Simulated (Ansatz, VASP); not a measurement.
**RbBr in VASP and in Ansatz**

```xyz
2
Lattice="0.0000 3.7256 3.7256 3.7256 0.0000 3.7256 3.7256 3.7256 0.0000" Properties=species:S:1:pos:R:3 pbc="T T T"
Rb    0.0000    0.0000    0.0000
Br    1.8628    1.8628    1.8628
```

Change from the starting cell: hydrostatic strain -3.7%.

Alike in both runs: task single point; functional PBE; k mesh 6 × 6 × 6; occupations fermi-dirac, width 0.02 eV; no spin polarisation.

```csv
,VASP,Ansatz
version,VASP 6.6.1,Ansatz 0.2.0
potentials or method,"VASP PAW PBE potentials, release 64 (Rb_sv, Br)","plane waves, PAW"
plane-wave cutoff (eV),520,420
valence electrons in the cell,16,16
```

```tsv
	VASP	Ansatz	Ansatz less VASP
gap on the k mesh at the Fermi level (eV)	4.23	4.23	0.000
pressure (GPa)	1.5	1.5	-0.03
```

Ansatz's warnings: xc potential rough in thin density.
